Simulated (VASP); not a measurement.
Runs of VASP 6.6.1 on Br. The structure is that of space group P6_3/mmc (No. 194), or close to it. The cells are those of the table. 

| task | cell | k mesh | cutoff (eV) | gap on the mesh (eV) | pressure (GPa) | largest force (eV/Å) |
| --- | --- | --- | --- | --- | --- | --- |
| single point | a = 4.485, b = 4.485, c = 7.400 Å, angles 90.0, 90.0, 120.0°, 4 atoms | 6 × 6 × 4 | 520 | none | 5.9 | (a) |
| single point | a = 4.120, b = 4.120, c = 9.388 Å, angles 90.0, 90.0, 120.0°, 4 atoms | 6 × 6 × 4 | 520 | 0.27 | 0.0 | (b) |
| single point | a = 4.809, b = 4.809, c = 8.069 Å, angles 90.0, 90.0, 120.0°, 4 atoms | 6 × 6 × 2 | 520 | none | 0.1 | - |
| relaxation of cell and atoms | relaxed from a = 3.869, b = 3.869, c = 10.537 Å, angles 90.0, 90.0, 120.0°, 4 atoms | 6 × 6 × 2 | 600 | none | 0.0 | - |
| single point | a = 3.804, b = 3.804, c = 8.339 Å, angles 90.0, 90.0, 120.0°, 4 atoms | 6 × 6 × 2 | 520 | none | 0.2 | - |

Alike in all rows: level PBEsol; potentials or basis VASP PAW PBE potentials, release 64 (Br); no spin polarisation; smearing gaussian 0.1 eV.

Fill in the values left out.

(a) 0.40; (b) 0.02.

Caveats: some runs use coarse meshes; the PAW data sets were made with another functional, which shifts forces and pressure a little; this functional lacks dispersion, which binds the layers, so the pressure and a relaxed spacing across them are unreliable (some runs).

A k mesh can miss the band edges, and the runs leave out spin-orbit coupling on Br.

A gap of «none» marks levels without a gap at the run's occupations.
